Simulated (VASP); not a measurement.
Wanted: the native input for a VASP 6.6.1 run.

- Task: single point
- Functional: BLYP
- Dispersion: D4
- Potentials or basis: VASP PAW PBE potentials, release 64 (Ti_sv, C)
- Cutoff: 520 eV
- k mesh: 11 × 11 × 11
- Occupations: fermi-dirac, width 0.05 eV
- Spin: no spin polarisation
- Dipole correction: no
- Further INCAR settings: ALGO = Normal; EDIFF = 1e-07; NBANDS = 15

The structure of TiC lies in POSCAR:

```
TiC
1.0
    0.0000000000      2.1622097184      2.1622097184
    2.1622097184      0.0000000000      2.1622097184
    2.1622097184      2.1622097184      0.0000000000
Ti C
1 1
Direct
    0.0000000000      0.0000000000      0.0000000000
    0.5000000000      0.5000000000      0.5000000000
```

The input as run:

INCAR

```
AGGAC = 1.0
AGGAX = 1.0
ALDAC = 0.0
ALDAX = 1.0
ALGO = Normal
EDIFF = 1E-7
ENCUT = 520
GGA = B5
ISIF = 2
ISMEAR = -1
IVDW = 13
LASPH = True
LCHARG = False
LREAL = False
LWAVE = False
NBANDS = 15
NELM = 100
PREC = Accurate
SIGMA = 0.05
VDW_A1 = 0.44488865
VDW_A2 = 4.0933009
VDW_S6 = 1.0
VDW_S8 = 2.34076671
```

KPOINTS

```
k-points
0
Gamma
  11 11 11
```

Potentials or basis: VASP PAW PBE potentials, release 64 (Ti_sv, C).

Launch:

```bash
$ cat potpaw_PBE.64/Ti_sv/POTCAR potpaw_PBE.64/C/POTCAR > POTCAR
$ mpirun -np 1 vasp_std > vasp.out
```

Results of the run:

The pressure is 0.6 GPa, the band gap on the k mesh is zero (band 8 reaches 10.59 eV, above the bottom of band 9 at 9.50 eV) and the dispersion energy per atom is -0.528 eV.

Caveat: the PAW data sets were made with another functional, which shifts forces and pressure a little; pairwise dispersion overbinds metals, which lowers pressure and volume.

It took 12 s on 1 thread of Intel(R) Xeon(R) 6975P-C (Granite Rapids), with other jobs on the host, peak memory 0.15 GiB.
